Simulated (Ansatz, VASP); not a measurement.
Mo in VASP and in Ansatz

```xyz
2
Lattice="-1.5802 1.5802 1.5802 1.5802 -1.5802 1.5802 3.1604 3.1604 0.0000" Properties=species:S:1:pos:R:3 pbc="T T T"
Mo    0.0265   -0.0265    0.0000
Mo    1.5537    1.6067    1.5802
```

Change from the starting cell: mode 5 (192.3 1/cm) frozen in, largest displacement +0.037 Å.

Alike in both runs: task single point; functional PBE; k mesh 24 × 24 × 14; occupations gaussian, width 0.15 eV; no spin polarisation.

|  | VASP | Ansatz |
| --- | --- | --- |
| version | VASP 6.6.1 | Ansatz 0.2.0 |
| potentials or method | VASP PAW PBE potentials, release 64 (Mo_sv), cutoff 520 eV | scalar-relativistic, plane waves, PAW |
| valence electrons in the cell | 28 | 28 |

Ansatz gave:

- gap on the k mesh at the Fermi level (eV): none
- pressure (GPa): 0.2
- traceless stress, the component that is largest in VASP (GPa): 0.44
- rms of the force components (eV/Å): 0.279

**Question.** What did VASP give for the same quantities?

**Answer.** gap on the k mesh at the Fermi level (eV): none; pressure (GPa): 0.7; traceless stress, the component that is largest in VASP (GPa): 0.45; rms of the force components (eV/Å): 0.278.

Atom by atom the forces differ by 0.001 eV/Å (rms over components). A gap of «none» marks a metal or a gap that the smearing closes.
